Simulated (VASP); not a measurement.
# O in VASP: further runs, part 3 of 3

VASP 6.6.1. The steps go on from the part before.

### 5 Single point, PBE+D3(BJ), collinear spin, ferromagnetic start

INCAR reads:

```
SYSTEM = O
PREC     = Accurate       ! precision mode
ENCUT    = 520            ! plane-wave cutoff, eV
EDIFF    = 1E-6           ! SCF threshold, eV
ISMEAR   = -1             ! smearing method
SIGMA    = 0.02           ! smearing width, eV
LREAL    = .False.        ! projectors in reciprocal space
LASPH    = .True.         ! aspherical terms in the spheres
NELM     = 150            ! most SCF steps
ALGO     = Normal         ! electronic algorithm
ISIF     = 2              ! what is computed and relaxed
LWAVE    = .False.        ! write WAVECAR
LCHARG   = .False.        ! write CHGCAR
ISPIN    = 2              ! spin polarisation
MAGMOM   = 1 1 1 1 1 1 1 1 1 1 1 1 ! initial moments
LORBIT   = 11             ! projections on sites
GGA      = PE             ! functional
IVDW     = 12             ! dispersion correction
NBANDS   = 52             ! bands
```

KPOINTS reads:

```
regular mesh
0
Gamma
  1 1 1
  0 0 0
```

POSCAR reads:

```
O
1.0
    6.0876040000      0.0000000000      0.0000000000
    0.0000000000      6.0876040000      0.0000000000
    0.0000000000      0.0000000000      6.0876040000
O
12
Direct
    0.3055717816      0.2720446337      0.3329060169
    0.3393946124      0.2218114056      0.1358334083
    0.7322092567      0.3841741348      0.1369340056
    0.6731219705      0.5691894545      0.0878342284
    0.8676319945      0.2396345097      0.6258127171
    0.9647802321      0.1225769613      0.7603155527
    0.5949631415      0.8294067748      0.6929655740
    0.4541359786      0.7522335553      0.5733782946
    0.2009329122      0.6332212148      1.0451566823
    0.0797850846      0.5605817987      0.9022433128
    1.0102661080      0.7661799289      0.4266374751
    0.9411091786      0.9038367147      0.2951571751
```

Potentials or basis: VASP PAW PBE potentials, release 64 (O).

Run with:

```bash
$ cat potpaw_PBE.64/O/POTCAR > POTCAR
$ mpirun -np 1 vasp_gam > vasp.out
```

OUTCAR:

```text
SYSTEM = O
   PREC = Accurate
   ENCUT = 520
   EDIFF = 1E-6
   ISMEAR = -1
   LREAL = .False.
   LASPH = .True.
   NELM = 150
   ISIF = 2
   ISPIN = 2
   LORBIT = 11
   GGA = PE
   IVDW = 12
 IVDW          = 12

 ion  position               nearest neighbor table
   1  0.306  0.272  0.333-   2 1.26
   2  0.339  0.222  0.136-   1 1.26
   3  0.732  0.384  0.137-   4 1.22
   4  0.673  0.569  0.088-   3 1.22
   5  0.868  0.240  0.626-   6 1.24
   6  0.965  0.123  0.760-   5 1.24
   7  0.595  0.829  0.693-   8 1.22
   8  0.454  0.752  0.573-   7 1.22
   9  0.201  0.633  0.045-  10 1.22
  10  0.080  0.561  0.902-   9 1.22
  11  0.010  0.766  0.427-  12 1.23
  12  0.941  0.904  0.295-  11 1.23

  LATTYP: Found a simple cubic cell.
 ALAT       =     6.0876040000

  Lattice vectors:

 A1 = (   6.0876040000,   0.0000000000,   0.0000000000)
 A2 = (   0.0000000000,   6.0876040000,   0.0000000000)
 A3 = (   0.0000000000,   0.0000000000,   6.0876040000)

Analysis of symmetry for initial positions (statically):
=====================================================================
 Subroutine PRICEL returns:
 Original cell was already a primitive cell.

 Routine SETGRP: Setting up the symmetry group for a
 simple cubic supercell.

 Subroutine GETGRP returns: Found  1 space group operations
 (whereof  1 operations were pure point group operations)
 out of a pool of 48 trial point group operations.

The static configuration has the point symmetry C_1 .

Analysis of symmetry for dynamics (positions and initial velocities):
=====================================================================
 Subroutine PRICEL returns:
[... 279 lines left out ...]
     48       7.3292      0.00000
 [bands above 48 left out]

------------------------ aborting loop because EDIFF is reached ----------------------------------------

 Edisp (eV)   -0.50057

 E8    (eV) :    -0.1189

  FORCE on cell =-STRESS in cart. coord.  units (eV):
  Direction    XX          YY          ZZ          XY          YZ          ZX
  --------------------------------------------------------------------------------------
  -------------------------------------------------------------------------------------
  Total       3.36040     2.57835    -0.02267     0.88833     0.36586     0.72155
  in kB      23.86503    18.31103    -0.16101     6.30877     2.59826     5.12436
  external pressure =       14.01 kB  Pullay stress =        0.00 kB

 VOLUME and BASIS-vectors are now :
 -----------------------------------------------------------------------------
  energy-cutoff  :      520.00
  volume of cell :      225.60
      direct lattice vectors                 reciprocal lattice vectors
     6.087604000  0.000000000  0.000000000     0.164268241  0.000000000  0.000000000
     0.000000000  6.087604000  0.000000000     0.000000000  0.164268241  0.000000000
     0.000000000  0.000000000  6.087604000     0.000000000  0.000000000  0.164268241

 POSITION                                       TOTAL-FORCE (eV/Angst)
 -----------------------------------------------------------------------------------
      1.86020      1.65610      2.02660         0.251538     -0.450677     -1.351871
      2.06610      1.35030      0.82690        -0.458585      0.011978      1.507482
      4.45740      2.33870      0.83360         0.491279     -0.827205      0.317461
      4.09770      3.46500      0.53470        -0.389790      0.823943     -0.181568
      5.28180      1.45880      3.80970         0.089685     -0.098378      0.273401
      5.87320      0.74620      4.62850        -0.107996      0.180702     -0.198023
      3.62190      5.04910      4.21850         0.664094      0.418223      0.624504
      2.76460      4.57930      3.49050        -0.696352     -0.426644     -0.630612
      1.22320      3.85480      0.27490         0.476080      0.384686      0.194039
      0.48570      3.41260      5.49250        -0.211552     -0.072667     -0.619723
      0.06250      4.66420      2.59720        -0.107500      0.026636     -0.002700
      5.72910      5.50220      1.79680        -0.000900      0.029404      0.067609
 -----------------------------------------------------------------------------------
    total drift:                               -0.001401      0.000025     -0.000804

  FREE ENERGIE OF THE ION-ELECTRON SYSTEM (eV)
  ---------------------------------------------------
  free  energy   TOTEN  =       -59.3444106581 eV

  energy  without entropy=      -59.3444106581  energy(sigma->0) =      -59.34441066

 total charge

# of ion       s       p       d       tot
------------------------------------------
    1        1.612   3.248   0.000   4.859
    2        1.613   3.248   0.000   4.861
    3        1.613   3.302   0.000   4.915
    4        1.613   3.301   0.000   4.914
    5        1.612   3.274   0.000   4.886
    6        1.612   3.274   0.000   4.886
    7        1.613   3.299   0.000   4.912
    8        1.612   3.299   0.000   4.911
    9        1.613   3.298   0.000   4.912
   10        1.614   3.297   0.000   4.911
   11        1.613   3.279   0.000   4.892
   12        1.613   3.281   0.000   4.893
--------------------------------------------------
tot         19.354  39.398   0.000  58.752

 magnetization (x)

# of ion       s       p       d       tot
------------------------------------------
    1        0.010   0.800   0.000   0.811
    2        0.011   0.813   0.000   0.824
    3        0.011   0.802   0.000   0.813
    4        0.012   0.799   0.000   0.810
    5        0.011   0.800   0.000   0.810
    6        0.011   0.803   0.000   0.814
    7        0.010   0.802   0.000   0.812
    8        0.011   0.796   0.000   0.807
    9        0.010   0.802   0.000   0.813
   10        0.010   0.799   0.000   0.809
   11        0.012   0.803   0.000   0.814
   12        0.011   0.801   0.000   0.812
--------------------------------------------------
tot          0.129   9.620   0.000   9.749
```

OSZICAR:

```text
N       E                     dE             d eps       ncg     rms          rms(c)
DAV:   1     0.715631349871E+03    0.71563E+03   -0.42367E+04   208   0.131E+03
DAV:   2     0.550751063120E+01   -0.71012E+03   -0.68166E+03   284   0.335E+02
DAV:   3    -0.573641657085E+02   -0.62872E+02   -0.60918E+02   240   0.105E+02
DAV:   4    -0.584435298338E+02   -0.10794E+01   -0.10744E+01   264   0.147E+01
DAV:   5    -0.584608366065E+02   -0.17307E-01   -0.17284E-01   256   0.180E+00    0.158E+01
DAV:   6    -0.585810569257E+02   -0.12022E+00   -0.63128E+00   248   0.133E+01    0.740E+00
DAV:   7    -0.588346382278E+02   -0.25358E+00   -0.12538E+00   232   0.626E+00    0.361E+00
DAV:   8    -0.588288069292E+02    0.58313E-02   -0.33871E-01   224   0.306E+00    0.106E+00
DAV:   9    -0.588416205576E+02   -0.12814E-01   -0.36292E-02   240   0.105E+00    0.506E-01
DAV:  10    -0.588436570976E+02   -0.20365E-02   -0.41713E-03   240   0.380E-01    0.127E-01
DAV:  11    -0.588438293764E+02   -0.17228E-03   -0.36998E-04   240   0.124E-01    0.440E-02
DAV:  12    -0.588438445238E+02   -0.15147E-04   -0.87258E-05   232   0.505E-02    0.215E-02
DAV:  13    -0.588438425011E+02    0.20227E-05   -0.12408E-05   256   0.267E-02    0.104E-02
DAV:  14    -0.588438427182E+02   -0.21711E-06   -0.44383E-06   224   0.121E-02
   1 F= -.59344411E+02 E0= -.59344411E+02  d E =-.184207E-10  mag=    12.0000
```

Wall time 23 s (1 thread of Intel Xeon Platinum 8488C (Sapphire Rapids), shared host); peak memory 0.38 GiB.

What came out:

| Property | Result |
| --- | --- |
| Free energy | -59.3444 eV |
| Pressure | 1.4 GPa |
| Largest force | 1.576 eV/Å |
| Net moment | 12.00 μB per cell |
| Site moments | O +0.81, +0.82 (each value once) μB |
| Valence electrons inside the program's atomic spheres | O 4.86, 4.92, 4.91, 4.89 (each value once) |
| Dispersion energy per atom | -0.042 eV |

Forces in eV/Å, atoms in the order of the input:
```
O    0.252 -0.451 -1.352
O   -0.459  0.012  1.507
O    0.491 -0.827  0.317
O   -0.390  0.824 -0.182
O    0.090 -0.098  0.273
O   -0.108  0.181 -0.198
O    0.664  0.418  0.625
O   -0.696 -0.427 -0.631
O    0.476  0.385  0.194
O   -0.212 -0.073 -0.620
O   -0.107  0.027 -0.003
O   -0.001  0.029  0.068
```

Levels at points of the mesh, in eV from the Fermi level:
Spin up:
```csv
k point,band 38,band 39,band 40,band 41,band 42,band 43,band 44,band 45,band 46,band 47
"(0.00, 0.00, 0.00)",-0.78,-0.69,-0.65,-0.57,-0.48,6.20,7.21,7.99,8.07,8.24
```
Spin down:
```
           k point  band 26  band 27  band 28  band 29  band 30  band 31  band 32  band 33  band 34  band 35
(0.00, 0.00, 0.00)    -5.16    -5.07    -4.85    -4.68    -4.58     0.98     1.05     1.20     1.27     1.39
```

Caveat: the k points lie up to 1.03 Å⁻¹ apart, too coarse for converged energies, forces and pressures; the standard files for N, O and F lose accuracy on very short bonds; the atoms stand as in a frame of molecular dynamics.

### 6 Single point, PBE+D3(BJ), collinear spin, ferromagnetic start

INCAR reads:

```
PREC     = Accurate       # precision mode
ENCUT    = 520            # plane-wave cutoff, eV
EDIFF    = 1E-7           # SCF threshold, eV
ISMEAR   = -1             # smearing method
SIGMA    = 0.02           # smearing width, eV
LREAL    = False          # projectors in reciprocal space
LASPH    = True           # aspherical terms in the spheres
NELM     = 150            # most SCF steps
ALGO     = Normal         # electronic algorithm
ISIF     = 2              # what is computed and relaxed
LWAVE    = False          # write WAVECAR
LCHARG   = True           # write CHGCAR
ISPIN    = 2              # spin polarisation
MAGMOM   = 1 1 1 1 1 1 1 1 1 1 1 1 # initial moments
LORBIT   = 11             # projections on sites
GGA      = PE             # functional
IVDW     = 12             # dispersion correction
LELF     = True           # ELF
LVHAR    = True         
NBANDS   = 52             # bands
```

KPOINTS reads:

```
regular mesh
0
Gamma
  1 1 1
```

POSCAR reads:

```
O
1.0
    6.0876040000      0.0000000000      0.0000000000
    0.0000000000      6.0876040000      0.0000000000
    0.0000000000      0.0000000000      6.0876040000
O
12
Direct
    0.3209801426      0.2204315524      0.2721267678
    0.2920032249      0.0870785945      0.1267329478
    0.7424267413      0.3277479941      0.1333858116
    0.6438822236      0.5008045858      0.1165811705
    0.8193535585      0.2850711052      0.6401861882
    0.9790715690      0.1917503175      0.7088503129
    0.5696329788      0.8371273821      0.7189528097
    0.4874824315      0.7464184595      0.5586762871
    0.2296798543      0.7245215030      0.9957119418
    0.0616170171      0.6400547736      0.9152533575
    1.0216991775      0.7544511765      0.4513926990
    0.9960897588      0.9394664962      0.3773077224
```

Potentials or basis: VASP PAW PBE potentials, release 64 (O).

Run with:

```bash
$ cat potpaw_PBE.64/O/POTCAR > POTCAR
$ mpirun -np 1 vasp_gam > vasp.out
```

OUTCAR:

```text
PREC = Accurate
   ENCUT = 520
   EDIFF = 1E-7
   ISMEAR = -1
   LREAL = False
   LASPH = True
   NELM = 150
   ISIF = 2
   ISPIN = 2
   LORBIT = 11
   GGA = PE
   IVDW = 12
 IVDW          = 12

 ion  position               nearest neighbor table
   1  0.321  0.220  0.272-   2 1.21
   2  0.292  0.087  0.127-   1 1.21
   3  0.742  0.328  0.133-   4 1.22
   4  0.644  0.501  0.117-   3 1.22
   5  0.819  0.285  0.640-   6 1.20
   6  0.979  0.192  0.709-   5 1.20
   7  0.570  0.837  0.719-   8 1.23
   8  0.487  0.746  0.559-   7 1.23
   9  0.230  0.725  0.996-  10 1.25
  10  0.062  0.640  0.915-   9 1.25
  11  0.022  0.754  0.451-  12 1.22
  12  0.996  0.939  0.377-  11 1.22

  LATTYP: Found a simple cubic cell.
 ALAT       =     6.0876040000

  Lattice vectors:

 A1 = (   6.0876040000,   0.0000000000,   0.0000000000)
 A2 = (   0.0000000000,   6.0876040000,   0.0000000000)
 A3 = (   0.0000000000,   0.0000000000,   6.0876040000)

Analysis of symmetry for initial positions (statically):
=====================================================================
 Subroutine PRICEL returns:
 Original cell was already a primitive cell.

 Routine SETGRP: Setting up the symmetry group for a
 simple cubic supercell.

 Subroutine GETGRP returns: Found  1 space group operations
 (whereof  1 operations were pure point group operations)
 out of a pool of 48 trial point group operations.

The static configuration has the point symmetry C_1 .

Analysis of symmetry for dynamics (positions and initial velocities):
=====================================================================
 Subroutine PRICEL returns:
 Original cell was already a primitive cell.

[... 278 lines left out ...]
 [bands above 48 left out]

------------------------ aborting loop because EDIFF is reached ----------------------------------------

 Edisp (eV)   -0.49746

 E8    (eV) :    -0.1178

  FORCE on cell =-STRESS in cart. coord.  units (eV):
  Direction    XX          YY          ZZ          XY          YZ          ZX
  --------------------------------------------------------------------------------------
  -------------------------------------------------------------------------------------
  Total       3.63101     5.27648     3.47501    -0.86520     0.54829    -0.04182
  in kB      25.78688    37.47276    24.67899    -6.14452     3.89389    -0.29701
  external pressure =       29.31 kB  Pullay stress =        0.00 kB

 VOLUME and BASIS-vectors are now :
 -----------------------------------------------------------------------------
  energy-cutoff  :      520.00
  volume of cell :      225.60
      direct lattice vectors                 reciprocal lattice vectors
     6.087604000  0.000000000  0.000000000     0.164268241  0.000000000  0.000000000
     0.000000000  6.087604000  0.000000000     0.000000000  0.164268241  0.000000000
     0.000000000  0.000000000  6.087604000     0.000000000  0.000000000  0.164268241

 POSITION                                       TOTAL-FORCE (eV/Angst)
 -----------------------------------------------------------------------------------
      1.95400      1.34190      1.65660         0.147981      1.022591      1.140842
      1.77760      0.53010      0.77150         0.139008     -0.338083     -1.093718
      4.51960      1.99520      0.81200         0.666884     -0.992789      0.123869
      3.91970      3.04870      0.70970        -0.501770      1.085403     -0.125277
      4.98790      1.73540      3.89720        -2.034707      1.228864     -0.876265
      5.96020      1.16730      4.31520         2.023449     -0.988294      1.153038
      3.46770      5.09610      4.37670         0.278907      0.220218      0.203633
      2.96760      4.54390      3.40100        -0.094714     -0.176007     -0.269331
      1.39820      4.41060      6.06150        -0.863275     -0.908621     -0.477508
      0.37510      3.89640      5.57170         0.697019      0.328121      0.346899
      0.13210      4.59280      2.74790         0.021162     -0.680808      0.216876
      6.06380      5.71910      2.29690        -0.479944      0.199405     -0.343058
 -----------------------------------------------------------------------------------
    total drift:                                0.001930     -0.001577     -0.000956

  FREE ENERGIE OF THE ION-ELECTRON SYSTEM (eV)
  ---------------------------------------------------
  free  energy   TOTEN  =       -59.1966466132 eV

  energy  without entropy=      -59.1966466132  energy(sigma->0) =      -59.19664661

 total charge

# of ion       s       p       d       tot
------------------------------------------
    1        1.613   3.310   0.000   4.923
    2        1.617   3.308   0.000   4.924
    3        1.612   3.305   0.000   4.917
    4        1.613   3.301   0.000   4.915
    5        1.612   3.327   0.000   4.940
    6        1.614   3.327   0.000   4.941
    7        1.613   3.285   0.000   4.898
    8        1.612   3.287   0.000   4.898
    9        1.616   3.262   0.000   4.878
   10        1.612   3.266   0.000   4.878
   11        1.612   3.296   0.000   4.908
   12        1.615   3.301   0.000   4.915
--------------------------------------------------
tot         19.359  39.575   0.000  58.934

 magnetization (x)

# of ion       s       p       d       tot
------------------------------------------
    1        0.010   0.799   0.000   0.810
    2        0.012   0.801   0.000   0.813
    3        0.011   0.800   0.000   0.810
    4        0.011   0.800   0.000   0.811
    5        0.010   0.794   0.000   0.804
    6        0.011   0.802   0.000   0.812
    7        0.011   0.805   0.000   0.816
    8        0.010   0.797   0.000   0.808
    9        0.011   0.810   0.000   0.822
   10        0.010   0.800   0.000   0.811
   11        0.011   0.797   0.000   0.808
   12        0.010   0.805   0.000   0.815
--------------------------------------------------
tot          0.129   9.611   0.000   9.741
```

stdout:

```text
POSCAR found type information on POSCAR O
 POSCAR found :  1 types and      12 ions
 scaLAPACK will be used
 LDA part: xc-table for (Slater+PW92), standard interpolation
 POSCAR, INCAR and KPOINTS ok, starting setup
 FFT: planning ... GRIDC
 FFT: planning ... GRID_SOFT
 FFT: planning ... GRID
 WAVECAR not read
 entering main loop
```

Run time: 32 s. Hardware: 1 thread of Intel Xeon Platinum 8488C (Sapphire Rapids), shared host; peak memory 0.38 GiB.

What came out:

```
Free energy                                           : -59.1966 eV
Pressure                                              : 2.9 GPa
Largest force                                         : 2.533 eV/Å
Net moment                                            : 12.00 μB per cell
Site moments                                          : O +0.81, +0.80, +0.82 (each value once) μB
Valence electrons inside the program's atomic spheres : O 4.92, 4.94, 4.90, 4.88, 4.91 (each value once)
Dispersion energy per atom                            : -0.041 eV
```

Forces on the atoms (eV/Å):
```
O    0.148  1.023  1.141
O    0.139 -0.338 -1.094
O    0.667 -0.993  0.124
O   -0.502  1.085 -0.125
O   -2.035  1.229 -0.876
O    2.023 -0.988  1.153
O    0.279  0.220  0.204
O   -0.095 -0.176 -0.269
O   -0.863 -0.909 -0.478
O    0.697  0.328  0.347
O    0.021 -0.681  0.217
O   -0.480  0.199 -0.343
```

Caveat: the k points lie up to 1.03 Å⁻¹ apart, too coarse for converged energies, forces and pressures; the standard files for N, O and F lose accuracy on very short bonds; the atoms stand as in a frame of molecular dynamics.

### 7 Summary

```csv
potentials or basis,cell,cutoff (eV),pressure (GPa),moment (μB),largest force (eV/Å)
"VASP PAW PBE potentials, release 64 (O_h)","as given, atomic positions A",1000,2.6,12.00,1.98
"VASP PAW PBE potentials, release 64 (O)","as given, atomic positions B",520,3.4,12.00,3.76
"VASP PAW PBE potentials, release 64 (O)","as given, atomic positions C",520,4.8,12.00,3.63
"VASP PAW PBE potentials, release 64 (O)","as given, atomic positions D",520,1.4,12.00,1.58
"VASP PAW PBE potentials, release 64 (O)","as given, atomic positions E",520,2.9,12.00,2.53
```

Alike in all rows: task single point; level PBE+D3(BJ); spin collinear, ferromagnetic start; k mesh 1 × 1 × 1; smearing fermi-dirac 0.02 eV.

Caveats: all runs use coarse meshes; the standard files for N, O and F lose accuracy on very short bonds (at least some runs); the atoms stand as in a frame of molecular dynamics (at least some runs).

Absolute energies hang on the potentials; compare differences alone.
